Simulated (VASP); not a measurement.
Wanted: the native input for a VASP 6.6.1 run.

```
Task                   : single point
Functional             : PBE
Potentials or basis    : VASP PAW PBE potentials, release 64 (Sn_d)
Cutoff                 : 520 eV
k mesh                 : 10 × 10 × 10
Occupations            : gaussian, width 0.02 eV
Spin                   : no spin polarisation
Dipole correction      : no
Further INCAR settings : ALGO = Normal; EDIFF = 1e-06; NBANDS = 13
```

The structure of Sn lies in POSCAR:

```
Sn
1.0
   -2.0291894110      2.0291894110      1.6607599896
    2.0291894110     -2.0291894110      1.6607599896
    2.0291894110      2.0291894110     -1.6607599896
Sn
1
Direct
    0.0000000000      0.0000000000      0.0000000000
```

The input as run:

INCAR

```
PREC = Accurate
ENCUT = 520
EDIFF = 1E-6
ISMEAR = 0
SIGMA = 0.02
LREAL = False
LASPH = True
NELM = 80
ALGO = Normal
ISIF = 2
LWAVE = False
LCHARG = False
GGA = PE
NBANDS = 13
```

KPOINTS

```
regular mesh
0
Gamma
  10 10 10
```

Potentials or basis: VASP PAW PBE potentials, release 64 (Sn_d).

Launch:

```console
$ cat potpaw_PBE.64/Sn_d/POTCAR > POTCAR
$ mpirun -np 1 vasp_std > vasp.out
```

Results of the run:

The pressure is 0.8 GPa and the band gap on the k mesh is zero (band 7 reaches 14.75 eV, above the bottom of band 8 at 5.95 eV).

Caveat: spin-orbit coupling is left out, which moves the levels of the heavy elements.

Run time: 26 s on 1 thread of Intel(R) Xeon(R) Platinum 8559C (Emerald Rapids), with other jobs on the host, peak memory 0.17 GiB.
